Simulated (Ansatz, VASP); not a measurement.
Hf in VASP and in Ansatz

File INCAR:

```
  PREC = Accurate
  ENCUT = 520
  EDIFF = 1E-6
  ISMEAR = 0
  SIGMA = 0.15
  LREAL = F
  LASPH = T
  NELM = 100
  ALGO = Fast
  ISIF = 2
  LWAVE = F
  LCHARG = F
  GGA = PS
  NBANDS = 11
```

The input KPOINTS:

```
regular mesh
0
Gamma
  20 20 20
```

POSCAR

```
Hf
1.0
    0.0000000000      2.2504147384      2.1603981488
    2.2504147384      0.0000000000      2.1603981488
    2.2504147384      2.2504147384      0.0000000000
Hf
1
Direct
    0.0000000000      0.0000000000      0.0000000000
```

Input for Ansatz:

```yaml
crystal:
  lattice:
    - [0.0, 2.2504147384, 2.1603981488]
    - [2.2504147384, 0.0, 2.1603981488]
    - [2.2504147384, 2.2504147384, 0.0]
  atoms:
    - { symbol: Hf, position: [0.0, 0.0, 0.0] }
basis:
  ecutwfc: 420
kpoints:
  mp_grid: { grid: [20, 20, 20] }
hamiltonian:
  xc: pbesol
scf:
  occupations: { method: gaussian, width: 0.15 }
output:
  forces: true
  stress: true
  eigenvalues: true
```

Alike in both runs: task single point; functional PBEsol; k mesh 20 × 20 × 20; occupations gaussian, width 0.15 eV; no spin polarisation.

```csv
,VASP,Ansatz
version,VASP 6.6.1,Ansatz 0.2.0
potentials or method,"VASP PAW PBE potentials, release 64 (Hf_pv), cutoff 520 eV","scalar-relativistic, plane waves, PAW"
valence electrons in the cell,10,26
```

Ansatz gave:

| Item | Value |
| --- | --- |
| gap on the k mesh at the Fermi level (eV) | none |
| pressure (GPa) | -1.5 |
| traceless stress, the component that is largest in VASP (GPa) | 1.39 |

Question: Estimate VASP's values.

Answer: gap on the k mesh at the Fermi level (eV): none; pressure (GPa): -2.0; traceless stress, the component that is largest in VASP (GPa): 1.41.

VASP's potentials were made for PBE, not for PBEsol. A gap of «none» marks a metal or a gap that the smearing closes. VASP's potentials hold 10 valence electrons a cell and Ansatz's 26, so a difference there can come from the potentials and not from the codes.

Neither program's run includes spin-orbit coupling.
